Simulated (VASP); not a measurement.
Input of a VASP 6.6.1 run:

The input INCAR:

```
PREC = Accurate
ENCUT = 520
EDIFF = 1E-7
ISMEAR = 0
SIGMA = 0.01
LREAL = F
LASPH = T
NELM = 80
ALGO = Normal
ISIF = 2
LWAVE = F
LCHARG = F
GGA = PE
NBANDS = 28
```

File KPOINTS:

```
regular mesh
0
Gamma
  6 6 4
```

Contents of POSCAR:

```
PbS
1.0
    5.0749720237      0.0000000000      0.0000000000
   -2.5374860119      4.3950546960      0.0000000000
    0.0000000000      0.0000000000      6.0988327363
Pb S
2 2
Direct
    0.3333333333      0.6666666667     -0.0640864668
    0.6666666667      0.3333333333      0.4359135332
    0.3333333333      0.6666666667      0.4390864668
    0.6666666667      0.3333333333      0.9390864668
```

Potentials or basis: VASP PAW PBE potentials, release 64 (Pb_d, S).

Launch:

```sh
$ cat potpaw_PBE.64/Pb_d/POTCAR potpaw_PBE.64/S/POTCAR > POTCAR
$ mpirun -np 1 vasp_std > vasp.out
```

(1) Estimate the largest force.

(2) Predict the pressure.

(3) Predict the band gap on the k mesh.

## Answers

(1) 0.004 eV/Å.

(2) -1.2 GPa.

(3) 1.48 eV, direct.

Caveat: spin-orbit coupling is left out, which moves the levels of the heavy elements.
